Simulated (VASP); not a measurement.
# BN (F-43m) in VASP: notebook, part 3 of 3

VASP 6.6.1. Earlier steps stand in the parts before.

## Step 6: Vibrations by perturbation theory, PBE

This run uses another cell than the first one, of 5.55 Å³/atom, 0.932 times its volume.

INCAR

```
SYSTEM = BN
ALGO = Normal ; EDIFF = 1E-8
ENCUT = 520 ; GGA = PE
IBRION = 8 ; ISIF = 2
ISMEAR = 0 ; LASPH = .TRUE.
LCHARG = .FALSE. ; LEPSILON = .TRUE.
LREAL = .FALSE. ; LWAVE = .FALSE.
NELM = 100 ; NSW = 1
PREC = Accurate ; SIGMA = 0.01
```

KPOINTS

```
k-points
0
G
  12 12 12
  0 0 0
```

POSCAR

```
BN
1.0
    0.0000000000      1.7699937618      1.7699937618
    1.7699937618      0.0000000000      1.7699937618
    1.7699937618      1.7699937618      0.0000000000
B N
1 1
Direct
    0.0000000000      0.0000000000      0.0000000000
    0.7500000000      0.7500000000      0.7500000000
```

Potentials or basis: VASP PAW PBE potentials, release 64 (B, N).

Launch:

```console
> cat potpaw_PBE.64/B/POTCAR potpaw_PBE.64/N/POTCAR > POTCAR
> mpirun -np 1 vasp_std > vasp.out
```

OUTCAR:

```text
SYSTEM = BN
   EDIFF = 1E-8
   ENCUT = 520
   GGA = PE
   IBRION = 8
   ISIF = 2
   ISMEAR = 0
   LASPH = .TRUE.
   LEPSILON = .TRUE.
   LREAL = .FALSE.
   NELM = 100
   NSW = 1
   PREC = Accurate

 ion  position               nearest neighbor table
   1  0.000  0.000  0.000-   2 1.53   2 1.53   2 1.53   2 1.53
   2  0.750  0.750  0.750-   1 1.53   1 1.53   1 1.53   1 1.53

  LATTYP: Found a face centered cubic cell.
 ALAT       =     3.5399875236

  Lattice vectors:

 A1 = (   0.0000000000,   1.7699937618,   1.7699937618)
 A2 = (   1.7699937618,   0.0000000000,   1.7699937618)
 A3 = (   1.7699937618,   1.7699937618,   0.0000000000)

Analysis of symmetry for initial positions (statically):
=====================================================================
 Subroutine PRICEL returns:
 Original cell was already a primitive cell.

 Routine SETGRP: Setting up the symmetry group for a
 face centered cubic supercell.

 Subroutine GETGRP returns: Found 24 space group operations
 (whereof 24 operations were pure point group operations)
 out of a pool of 48 trial point group operations.

The static configuration has the point symmetry T_d .

Analysis of symmetry for dynamics (positions and initial velocities):
=====================================================================
 Subroutine PRICEL returns:
 Original cell was already a primitive cell.

 Routine SETGRP: Setting up the symmetry group for a
 face centered cubic supercell.

 Subroutine GETGRP returns: Found 24 space group operations
 (whereof 24 operations were pure point group operations)
 out of a pool of 48 trial point group operations.

The dynamic configuration has the point symmetry T_d .

 Subroutine INISYM returns: Found 24 space group operations
 (whereof 24 operations are pure point group operations),
 and found     1 'primitive' translations

----------------------------------------------------------------------------------------

                                     Primitive cell

  volume of cell :      11.0903

  direct lattice vectors                    reciprocal lattice vectors
     0.000000000  1.769993762  1.769993762    -0.282486871  0.282486871  0.282486871
     1.769993762  0.000000000  1.769993762     0.282486871 -0.282486871  0.282486871
     1.769993762  1.769993762  0.000000000     0.282486871  0.282486871 -0.282486871

  length of vectors
     2.503149183  2.503149183  2.503149183     0.489281614  0.489281614  0.489281614

  position of ions in fractional coordinates (direct lattice)
     0.000000000  0.000000000  0.000000000
     0.750000000  0.750000000  0.750000000

[... 452 lines left out ...]
 -----------------------------------------------------------------------------
    -0.00048  1.03928  0.00000
     1.03928 -0.00048  0.00000
     0.00000  0.00000  0.00039

--------------------------------------- Ionic step        4  -------------------------------------------

------------------------ aborting loop because EDIFF is reached ----------------------------------------

[... ionic steps 5 to 6 ...]

--------------------------------------- Ionic step        7  -------------------------------------------

 Free energy of the ion-electron system (eV)
  ---------------------------------------------------
  ---------------------------------------------------
  free energy    TOTEN  =        -0.23230233 eV

  energy without entropy =       -0.23230233

------------------------ aborting loop because EDIFF is reached ----------------------------------------

 INTERNAL STRAIN TENSOR  FOR ION    2  DIRECTION 1   (eV/Angst):
 -----------------------------------------------------------------------------
     0.00936  0.00000  0.00000
     0.00000 -0.00354  5.09551
     0.00000  5.09551 -0.00354

 MACROSCOPIC STATIC DIELECTRIC TENSOR (including local field effects in DFT)
 ------------------------------------------------------
           4.548083    -0.000000    -0.000000
          -0.000000     4.548083     0.000000
           0.000000     0.000000     4.548083
 ------------------------------------------------------

 PIEZOELECTRIC TENSOR (including local field effects)  for field in x, y, z        (e  Angst)
          XX          YY          ZZ          XY          YZ          ZX
  --------------------------------------------------------------------------------
  x    -0.00000    -0.00000    -0.00000     0.00000     0.71991     0.00000
  y     0.00000    -0.00000     0.00000     0.00000     0.00000     0.71991
  z    -0.00000    -0.00000    -0.00000     0.71991     0.00000     0.00000

 PIEZOELECTRIC TENSOR (including local field effects)  for field in x, y, z        (C/m^2)
          XX          YY          ZZ          XY          YZ          ZX
  --------------------------------------------------------------------------------
  x    -0.00000    -0.00000    -0.00000     0.00000     1.04003     0.00000
  y     0.00000    -0.00000     0.00000     0.00000     0.00000     1.04003
  z    -0.00000    -0.00000    -0.00000     1.04003     0.00000     0.00000

 BORN EFFECTIVE CHARGES (including local field effects) (in |e|, cummulative output)
 ---------------------------------------------------------------------------------
 ion    1
    1     1.87777    -0.00000    -0.00000
    2     0.00000     1.87777     0.00000
    3    -0.00000     0.00000     1.87777
 ion    2
    1    -1.87777     0.00000     0.00000
    2     0.00000    -1.87777    -0.00000
    3     0.00000    -0.00000    -1.87777

 INTERNAL STRAIN TENSOR FOR ION    2 for displacements in x,y,z  (eV/Angst):
          X           Y           Z          XY          YZ          ZX
  --------------------------------------------------------------------------------
  x     0.00000     0.00000     0.00000     0.00000     5.09551     0.00000
  y     0.00000     0.00000     0.00000     0.00000     0.00000     5.09551
  z     0.00000     0.00000     0.00000     5.09551     0.00000     0.00000

 SECOND DERIVATIVES (NOT SYMMETRIZED)
 ------------------------------------
               1X          1Y          1Z          2X          2Y          2Z
  1X   -28.198660    0.000000    0.000000   28.198660    0.000000    0.000000
  1Y     0.000000  -28.198660    0.000000    0.000000   28.198660    0.000000
  1Z     0.000000    0.000000  -28.198660    0.000000    0.000000   28.198660
  2X    28.186729    0.000000    0.000000  -28.186729    0.000000    0.000000
  2Y     0.000000   28.186729    0.000000    0.000000  -28.186729    0.000000
  2Z     0.000000    0.000000   28.186729    0.000000    0.000000  -28.186729

 Eigenvectors and eigenvalues of the dynamical matrix
 ----------------------------------------------------

   1 f  =   33.608053 THz   211.165625 2PiTHz 1121.043981 cm-1   138.991677 meV
             X         Y         Z           dx          dy          dz
      0.000000  0.000000  0.000000     0.000000    0.751257    0.000000
      2.654991  2.654991  2.654991     0.000000   -0.660010    0.000000
[... 21 lines left out ...]
   6 f/i=    0.003526 THz     0.022155 2PiTHz    0.117617 cm-1     0.014583 meV
             X         Y         Z           dx          dy          dz
      0.000000  0.000000  0.000000     0.000000    0.000000   -0.660010
      2.654991  2.654991  2.654991     0.000000    0.000000   -0.751257

--------------------------------------------------------------------------------------------------------

 MACROSCOPIC STATIC DIELECTRIC TENSOR IONIC CONTRIBUTION
 ------------------------------------------------------
           2.040656    -0.000000    -0.000000
          -0.000000     2.040656     0.000000
          -0.000000     0.000000     2.040656
 ------------------------------------------------------

 ELASTIC MODULI CONTR FROM IONIC RELAXATION (kBar)
 Direction    XX          YY          ZZ          XY          YZ          ZX
 --------------------------------------------------------------------------------
 XX          -0.0000      0.0000      0.0000      0.0000     -0.0000     -0.0000
 YY           0.0000     -0.0000      0.0000      0.0000      0.0000      0.0000
 ZZ           0.0000      0.0000     -0.0000     -0.0000      0.0000     -0.0000
 XY           0.0000      0.0000     -0.0000   -128.5815      0.0000      0.0000
 YZ          -0.0000      0.0000      0.0000      0.0000   -128.5815      0.0000
 ZX          -0.0000      0.0000     -0.0000      0.0000      0.0000   -128.5815
 --------------------------------------------------------------------------------

 PIEZOELECTRIC TENSOR IONIC CONTR  for field in x, y, z        (C/m^2)
          XX          YY          ZZ          XY          YZ          ZX
  --------------------------------------------------------------------------------
  x    -0.00000     0.00000     0.00000     0.00000    -0.48200     0.00000
  y    -0.00000     0.00000    -0.00000    -0.00000     0.00000    -0.48200
  z     0.00000     0.00000    -0.00000    -0.48200     0.00000    -0.00000
```

OSZICAR:

```text
N       E                     dE             d eps       ncg     rms          rms(c)
DAV:   1     0.744229668133E+01    0.74423E+01   -0.54292E+03  1216   0.100E+03
DAV:   2    -0.182837235644E+02   -0.25726E+02   -0.25284E+02  1616   0.176E+02
DAV:   3    -0.184449651900E+02   -0.16124E+00   -0.16124E+00  1336   0.169E+01
DAV:   4    -0.184450882614E+02   -0.12307E-03   -0.12307E-03  1560   0.400E-01
[... 137 lines left out ...]
RMM:   7    -0.232302080360E+00    0.52168E-05   -0.10432E-07  7428   0.887E-04    0.741E-05
RMM:   8    -0.232302475421E+00   -0.39506E-06   -0.15536E-08  6708   0.991E-05    0.323E-05
RMM:   9    -0.232302338937E+00    0.13648E-06    0.17858E-10  7647   0.551E-05    0.224E-06
RMM:  10    -0.232302329847E+00    0.90908E-08    0.12072E-09  6801   0.380E-06    0.816E-07
 Linear response finished
```

Run time: 1.8 min. Hardware: 1 thread of Intel Xeon Platinum 8488C (Sapphire Rapids), shared host; peak memory 0.17 GiB.

What came out:

| Item | Value |
| --- | --- |
| Electronic dielectric tensor (diagonal) | 4.55 |
| Born charges (mean of the diagonal) | B +1.88; N -1.88 e |
| Highest phonon frequency at Γ, LO-TO splitting left out | 1121 cm⁻¹ |

Phonon frequencies in cm⁻¹ (negative: imaginary):
```tsv
q point	frequencies
(0.000, 0.000, 0.000)	0 0 0 1121 1121 1121
```

Electronic dielectric tensor:
```
4.55 0.00 0.00
0.00 4.55 0.00
0.00 0.00 4.55
```

Born effective charge tensors (e):
atom 1, B
```
1.88 0.00 0.00
0.00 1.88 0.00
0.00 0.00 1.88
```
atom 2, N
```
-1.88  0.00  0.00
 0.00 -1.88  0.00
 0.00  0.00 -1.88
```

Caveat: the cell wasn't relaxed at this level first, which shifts response properties.
